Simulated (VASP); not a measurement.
# HC32F in VASP: a series of runs

Runs on HC32F. Level: PBE+D3(BJ). Tasks: single point.

Program: VASP 6.6.1. These are calculated values, not measurements. Logs are shortened: lines on timing, memory, paths and dates and some standing lists are left out, and cuts for length are marked.

## 1. The cell of the first run

The cell holds a slab with vacuum, 34 atoms: a = 9.864 Å, b = 9.864 Å, c = 12.000 Å, α = 90.00°, β = 90.00°, γ = 120.00°.

## 2. Single point, PBE+D3(BJ)

Input file INCAR:

```
SYSTEM = HC32F
PREC = Accurate
ENCUT = 520
EDIFF = 1E-6
ISMEAR = 0
SIGMA = 0.05
LREAL = Auto
LASPH = .True.
NELM = 80
ALGO = Normal
ISIF = 2
LWAVE = .False.
LCHARG = .False.
GGA = PE
IVDW = 12
NBANDS = 91
```

Input file KPOINTS:

```
regular mesh
0
Gamma
  2 2 1
  0 0 0
```

Input file POSCAR:

```
HC32F
1.0
    9.8640000000      0.0000000000      0.0000000000
   -4.9320000000      8.5424750000      0.0000000000
    0.0000000000      0.0000000000     12.0000000000
C F H
32 1 1
Direct
   -0.0011984795     -0.0003462697      0.0804323333
    0.1654190246      0.0829167191      0.0803530000
   -0.0012228191      0.2496435752      0.0804039167
    0.1654234426      0.3329620514      0.0802964167
   -0.0011836571      0.4996635050      0.0804614167
    0.1654381889      0.5830162804      0.0804443333
   -0.0011719273      0.7496689191      0.0805472500
    0.1654889427      0.8330034328      0.0805046667
    0.2488042899     -0.0003541128      0.0804260833
    0.4154637444      0.0829274888      0.0804193333
    0.2486147957      0.2495069637      0.0802862500
    0.4153093579      0.3326815706      0.0804167500
    0.2486911931      0.4996484040      0.0803841667
    0.4153146925      0.5831597985      0.0805658333
    0.2488053585      0.7496650561      0.0804968333
    0.4154581264      0.8330322301      0.0805099167
    0.4988125562     -0.0003434602      0.0804722500
    0.6654672712      0.0829854345      0.0805083333
    0.4988458581      0.2495193723      0.0804315833
    0.6654874451      0.3329655633      0.0804927500
    0.4988485367      0.4997112663      0.0808590833
    0.6658150459      0.5831665881      0.0807486667
    0.4988161643      0.7497839912      0.0805950000
    0.6654836097      0.8330168950      0.0806145833
    0.7488119858     -0.0003360853      0.0805485000
    0.9154761183      0.0829850834      0.0804607500
    0.7488207875      0.2496490771      0.0805019167
    0.9154772913      0.3329963506      0.0804619167
    0.7489184910      0.4996666657      0.0805980000
    0.9155476832      0.5830201435      0.0805485000
    0.7489205746      0.7497679537      0.0806740833
    0.9155401721      0.8330296548      0.0805540833
    0.4621361401      0.4590149810      0.3409874167
    0.4716922972      0.4664381224      0.2629931667
```

Potentials or basis: VASP PAW PBE potentials, release 64 (C, F, H).

Command:

```console
$ cat potpaw_PBE.64/C/POTCAR potpaw_PBE.64/F/POTCAR potpaw_PBE.64/H/POTCAR > POTCAR
$ mpirun -np 1 vasp_std > vasp.out
```

OUTCAR:

```text
SYSTEM = HC32F
   PREC = Accurate
   ENCUT = 520
   EDIFF = 1E-6
   ISMEAR = 0
   LREAL = Auto
   LASPH = .True.
   NELM = 80
   ISIF = 2
   GGA = PE
   IVDW = 12
 IVDW          = 12

 ion  position               nearest neighbor table
   1  0.999  1.000  0.080-   2 1.42  32 1.42  26 1.42
   2  0.165  0.083  0.080-  11 1.42   1 1.42   9 1.42
   3  0.999  0.250  0.080-   4 1.42  28 1.42  26 1.42
   4  0.165  0.333  0.080-   3 1.42  11 1.42  13 1.42
   5  0.999  0.500  0.080-   6 1.42  30 1.42  28 1.42
   6  0.165  0.583  0.080-  13 1.42   5 1.42  15 1.42
[... 24 lines left out ...]
  31  0.749  0.750  0.081-  22 1.42  32 1.42  24 1.42
  32  0.916  0.833  0.081-  31 1.42   1 1.42   7 1.42
  33  0.462  0.459  0.341-  34 0.94
  34  0.472  0.466  0.263-  33 0.94

  LATTYP: Found a hexagonal cell.
 ALAT       =     9.8640000000
 C/A-ratio  =     1.2165450122

  Lattice vectors:

 A1 = (   9.8640000000,   0.0000000000,   0.0000000000)
 A2 = (  -4.9320000000,   8.5424750000,   0.0000000000)
 A3 = (   0.0000000000,   0.0000000000,  12.0000000000)

Analysis of symmetry for initial positions (statically):
=====================================================================
 Subroutine PRICEL returns:
 Original cell was already a primitive cell.

 Routine SETGRP: Setting up the symmetry group for a
 hexagonal supercell.

 Subroutine GETGRP returns: Found  1 space group operations
 (whereof  1 operations were pure point group operations)
 out of a pool of 24 trial point group operations.

The static configuration has the point symmetry C_1 .

Analysis of symmetry for dynamics (positions and initial velocities):
=====================================================================
 Subroutine PRICEL returns:
 Original cell was already a primitive cell.

 Routine SETGRP: Setting up the symmetry group for a
 hexagonal supercell.

 Subroutine GETGRP returns: Found  1 space group operations
 (whereof  1 operations were pure point group operations)
 out of a pool of 24 trial point group operations.

The dynamic configuration has the point symmetry C_1 .

 Subroutine INISYM returns: Found  1 space group operations
 (whereof  1 operations are pure point group operations),
 and found     1 'primitive' translations

[... 140 lines left out ...]
   NSW    =      0    number of steps for IOM
   IBRION =     -1    ionic relax: 0-MD 1-quasi-New 2-CG
   NFREE  =      0    steps in history (QN), initial steepest desc. (CG)
   ISIF   =      2    stress and relaxation
   ISYM   =      2    0-nonsym 1-usesym 2-fastsym
   POTIM  = 0.5000    time-step for ionic-motion
   TEBEG  =    0.0;   TEEND  =   0.0 temperature during run
   PSTRESS=    0.0 pullay stress
   NELECT =     136.0000    total number of electrons
   NUPDOWN=      -1.0000    fix difference up-down
   EMIN   =  10.00;   EMAX   =-10.00  energy-range for DOS
   EFERMI =   0.00;   METHOD = LEGACY
   ISMEAR =     0;   SIGMA  =   0.05  broadening in eV -4-tet -1-fermi 0-gaus
   EFERMI_NEDOS =   21; number of points for ismear=-14 and -15
   IALGO  =     38    algorithm
   IMIX   =      4    mixing-type and parameters
     AMIX     =   0.40;   BMIX     =  1.00
     AMIX_MAG =   1.60;   BMIX_MAG =  1.00
  volume/ion in A,a.u.               =      29.74       200.69
  Fermi-wavevector in a.u.,A,eV,Ry     =   0.838781  1.585066  9.572422  0.703553
  Thomas-Fermi vector in A             =   1.952892
   LORBIT       =      0    0 simple, 1 ext, 2 COOP (PROOUT), +10 PAW based schemes
   GGA     = PE    functional components
   LHFCALC =     F    Hartree Fock is set to
   AEXX    =    0.0000 exact exchange contribution
   IVDW    =    12    specifies the selected vdW correction
   LEPSILON=     F    determine dielectric tensor
   LRPA    =     F    only Hartree local field effects (RPA)
 non-spin polarized calculation
 Gauss-broadening in eV      SIGMA  =   0.05
  energy-cutoff  :      520.00
  volume of cell :     1011.16
 maximum number of plane-waves:     27273
 NGX is ok and might be reduce to    80
   NGX = 37   NGY = 37   NGZ = 45

 number of electron     136.0000007 magnetization

 Free energy of the ion-electron system (eV)
  ---------------------------------------------------
  ext. energy  EPLUGINS =         0.00000000
  ---------------------------------------------------
  free energy    TOTEN  =      -303.19514535 eV

  energy without entropy =     -303.19514535  energy(sigma->0) =     -303.19514535

 E-fermi :  -2.6758     XC(G=0):  -3.7864

 val. band max:       -2.9289519844   @ k =   0.0000   0.5000   0.0000
 cond. band min:      -1.0002683448   @ k =   0.0000   0.5000   0.0000
 fundamental gap:      1.9286836396
 Fermi energy:        -2.6758286142

 k-point     1 :       0.0000    0.0000    0.0000
  band No.  band energies     occupation
      1     -26.9921      2.00000
      2     -21.4432      2.00000
      3     -20.0207      2.00000
      4     -19.9820      2.00000
      5     -19.9813      2.00000
      6     -19.9622      2.00000
[... 321 lines left out ...]
     79       2.8112      0.00000
     80       2.9685      0.00000
 [bands above 80 left out]

------------------------ aborting loop because EDIFF is reached ----------------------------------------

 Edisp (eV)   -2.94265

 E8    (eV) :    -0.9098

  FORCE on cell =-STRESS in cart. coord.  units (eV):
  Direction    XX          YY          ZZ          XY          YZ          ZX
  --------------------------------------------------------------------------------------
  -------------------------------------------------------------------------------------
  Total       0.96674     0.97355    -0.05463     0.02241     0.01977     0.02513
  in kB       1.53180     1.54260    -0.08657     0.03551     0.03133     0.03982
  external pressure =        1.00 kB  Pullay stress =        0.00 kB

 VOLUME and BASIS-vectors are now :
 -----------------------------------------------------------------------------
  energy-cutoff  :      520.00
  volume of cell :     1011.16
      direct lattice vectors                 reciprocal lattice vectors
     9.864000000  0.000000000  0.000000000     0.101378751  0.058531046  0.000000000
    -4.932000000  8.542475000  0.000000000     0.000000000  0.117062093  0.000000000
     0.000000000  0.000000000 12.000000000     0.000000000  0.000000000  0.083333333

 POSITION                                       TOTAL-FORCE (eV/Angst)
 -----------------------------------------------------------------------------------
      4.92189      8.53952      0.96519        -0.004764     -0.000105      0.002997
      1.22275      0.70831      0.96424         0.005295     -0.003454     -0.000367
      8.62070      2.13257      0.96485        -0.005043     -0.001732      0.001923
     -0.01043      2.84432      0.96356         0.002738      0.000099     -0.001288
      7.38798      4.26836      0.96554        -0.004640     -0.002635      0.002511
     -1.24355      4.98040      0.96533         0.003340      0.001309     -0.000425
[... 26 lines left out ...]
      2.29465      3.92112      4.09185        -0.013037     -0.016337      0.280515
      2.35230      3.98454      3.15592         0.018824      0.023805     -0.287000
 -----------------------------------------------------------------------------------
    total drift:                                0.000154     -0.026365      0.047420

  FREE ENERGIE OF THE ION-ELECTRON SYSTEM (eV)
  ---------------------------------------------------
  free  energy   TOTEN  =      -306.1378001591 eV

  energy  without entropy=     -306.1378001591  energy(sigma->0) =     -306.13780016
```

stdout:

```text
POSCAR found type information on POSCAR C F H
 POSCAR found :  3 types and      34 ions
 scaLAPACK will be used
 LDA part: xc-table for (Slater+PW92), standard interpolation
 POSCAR, INCAR and KPOINTS ok, starting setup
 FFT: planning ... GRIDC
 FFT: planning ... GRID_SOFT
 FFT: planning ... GRID
 WAVECAR not read
 entering main loop
```

It took 14 min on 1 thread of Intel Xeon Platinum 8488C (Sapphire Rapids), shared host; peak memory 1.2 GiB.

Results:

```yaml
Free_energy: -306.1378 eV
Largest_force: 0.289 eV/Å
Band_gap_on_the_k_mesh: 1.93 eV
Dispersion_energy_per_atom: -0.087 eV
```

Forces on the atoms (eV/Å):
```
C   -0.005  0.000  0.003
C    0.005 -0.003  0.000
C   -0.005 -0.002  0.002
C    0.003  0.000 -0.001
C   -0.005 -0.003  0.003
C    0.003  0.001  0.000
C   -0.004  0.000  0.001
C    0.003 -0.001  0.000
C   -0.004  0.001  0.003
C    0.003 -0.003  0.000
C   -0.005  0.001  0.001
C    0.010 -0.001  0.000
C   -0.007  0.001  0.000
C    0.001  0.002  0.000
C   -0.003  0.001  0.002
C    0.003  0.000  0.000
C   -0.002  0.000  0.003
C    0.003  0.001  0.000
C   -0.002 -0.002  0.000
C    0.006  0.002 -0.001
C   -0.008  0.001 -0.002
C    0.003 -0.001 -0.004
C   -0.005  0.000  0.001
C    0.004 -0.001 -0.002
C   -0.005 -0.001  0.001
C    0.005  0.000  0.001
C   -0.003 -0.002  0.002
C    0.005  0.002  0.001
C   -0.002 -0.003  0.000
C    0.004  0.000 -0.002
C   -0.006  0.001 -0.001
C    0.003  0.000 -0.002
F   -0.013 -0.016  0.281
H    0.019  0.024 -0.287
```

Caveat: there is no dipole correction, which matters where the two faces differ.

## 3. Single point, PBE+D3(BJ)

Input file INCAR:

```
SYSTEM = HC32F
PREC = Accurate
ENCUT = 520
EDIFF = 1E-7
ISMEAR = 0
SIGMA = 0.05
LREAL = Auto
LASPH = .TRUE.
NELM = 100
ALGO = Normal
ISIF = 2
LWAVE = .FALSE.
LCHARG = .FALSE.
GGA = PE
IVDW = 12
NBANDS = 91
```

Input file KPOINTS:

```
Automatic mesh
0
G
  2 2 1
  0 0 0
```

Input file POSCAR:

```
HC32F
1.0
    9.8640000000      0.0000000000      0.0000000000
   -4.9320000000      8.5424750000      0.0000000000
    0.0000000000      0.0000000000     12.0000000000
C F H
32 1 1
Direct
   -0.0017284945     -0.0002911334      0.0806671667
    0.1648674537      0.0828210794      0.0807310000
   -0.0017390615      0.2498059403      0.0805959167
    0.1648713625      0.3332924006      0.0805565000
   -0.0016380798      0.4998104179      0.0804930833
    0.1650118526      0.5831753678      0.0804361667
   -0.0016427081      0.7497918343      0.0805360000
    0.1650085733      0.8330724995      0.0805342500
    0.2483562153     -0.0002910164      0.0805714167
    0.4150686379      0.0831214607      0.0804718333
    0.2482745784      0.2497545501      0.0808315833
    0.4153163494      0.3332936883      0.0804323333
    0.2483703225      0.4999040676      0.0803639167
    0.4150692285      0.5832055698      0.0802687500
    0.2483645046      0.7498003799      0.0804485833
    0.4150368954      0.8331419173      0.0804416667
    0.4983864722     -0.0002086046      0.0804834167
    0.6650491875      0.0831496727      0.0804997500
    0.4985205240      0.2497462386      0.0804270833
    0.6651080875      0.3331494678      0.0804200000
    0.4985334958      0.5000418497      0.0802641667
    0.6651196589      0.5832115400      0.0803435833
    0.4983896802      0.7498493118      0.0803824167
    0.6650483022      0.8331464827      0.0804472500
    0.7483749532     -0.0001898747      0.0805415833
    0.9150218620      0.0831390200      0.0806180833
    0.7483782984      0.2498016090      0.0804725000
    0.9150057297      0.3331590669      0.0805094167
    0.7483811290      0.4998141639      0.0804240000
    0.9150226362      0.5831290112      0.0804992500
    0.7483807698      0.7498260165      0.0804223333
    0.9150075422      0.8330888882      0.0805435000
    0.3104842106      0.2988414950      0.3411265833
    0.3039593024      0.2883956933      0.2631939167
```

Potentials or basis: VASP PAW PBE potentials, release 64 (C, F, H).

Command:

```console
$ cat potpaw_PBE.64/C/POTCAR potpaw_PBE.64/F/POTCAR potpaw_PBE.64/H/POTCAR > POTCAR
$ mpirun -np 1 vasp_std > vasp.out
```

It took 35 min on 1 thread of Intel Xeon 8259CL, shared host; peak memory 1.1 GiB.

It converged, with:

| Item | Value |
| --- | --- |
| Free energy | -306.1363 eV |
| Largest force | 0.294 eV/Å |
| Band gap on the k mesh | 1.92 eV |
| Dispersion energy per atom | -0.087 eV |

Forces on the atoms (eV/Å):
```
C   -0.003  0.000 -0.003
C   -0.002  0.004  0.001
C   -0.002  0.000 -0.003
C    0.002 -0.004  0.004
C   -0.002  0.000 -0.001
C    0.003  0.001  0.002
C   -0.001  0.000 -0.001
C    0.002  0.001  0.001
C    0.000  0.001 -0.003
C    0.000 -0.003  0.001
C   -0.007  0.000 -0.005
C    0.003 -0.005  0.004
C   -0.004  0.003 -0.002
C    0.004  0.000  0.003
C    0.001  0.002 -0.001
C    0.001 -0.001  0.002
C    0.001  0.001 -0.001
C    0.001  0.000  0.003
C    0.003 -0.001 -0.001
C    0.003  0.002  0.000
C   -0.005  0.005  0.000
C    0.005 -0.001  0.001
C    0.000  0.002 -0.002
C    0.002  0.000  0.003
C   -0.001  0.001 -0.002
C    0.000 -0.002  0.001
C   -0.001 -0.001 -0.001
C    0.003  0.002  0.002
C   -0.003 -0.001 -0.001
C    0.003  0.002  0.003
C   -0.002  0.000 -0.001
C    0.002  0.001  0.002
F    0.004  0.021  0.286
H   -0.005 -0.031 -0.292
```

Levels at points of the mesh, in eV from the valence-band top:
| k point | band 65 | band 66 | band 67 | band 68 | band 69 | band 70 | band 71 | band 72 |
| --- | --- | --- | --- | --- | --- | --- | --- | --- |
| (0.00, 0.00, 0.00) | -1.70 | -1.36 | -1.34 | -1.34 | 2.67 | 2.69 | 2.69 | 3.76 |
| (0.50, 0.00, 0.00) | -1.54 | -1.52 | -0.02 | 0.00 | 1.92 | 1.97 | 3.20 | 3.24 |
| (0.00, 0.50, 0.00) | -1.53 | -1.53 | -0.03 | 0.00 | 1.95 | 1.97 | 3.18 | 3.22 |
| (0.50, 0.50, 0.00) | -1.53 | -1.53 | -0.03 | 0.00 | 1.94 | 1.97 | 3.19 | 3.22 |

Caveat: there is no dipole correction, which matters where the two faces differ.

(Continued in part 2 of 2.)
